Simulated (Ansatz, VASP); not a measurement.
**Cs: VASP beside Ansatz**

```xyz
1
Lattice="0.0000 3.8858 3.8858 3.8858 0.0000 3.8858 3.8858 3.8858 0.0000" Properties=species:S:1:pos:R:3 pbc="T T T"
Cs    0.0000    0.0000    0.0000
```

Alike in both runs: task single point; functional PBE; k mesh 8 × 8 × 8; occupations gaussian, width 0.15 eV; no spin polarisation.

|  | VASP | Ansatz |
| --- | --- | --- |
| version | VASP 6.6.1 | Ansatz 0.2.0 |
| potentials or method | VASP PAW PBE potentials, release 64 (Cs_sv), cutoff 520 eV | scalar-relativistic, plane waves, PAW |
| valence electrons in the cell | 9 | 9 |

```csv
,VASP,Ansatz,Ansatz less VASP
gap on the k mesh at the Fermi level (eV),none,none,-
pressure (GPa),0.0,0.0,+0.01
```

A gap of «none» marks a metal or a gap that the smearing closes. With one functional, cell and mesh, what is left measures potentials, basis and numerics.

Spin-orbit coupling is off throughout.
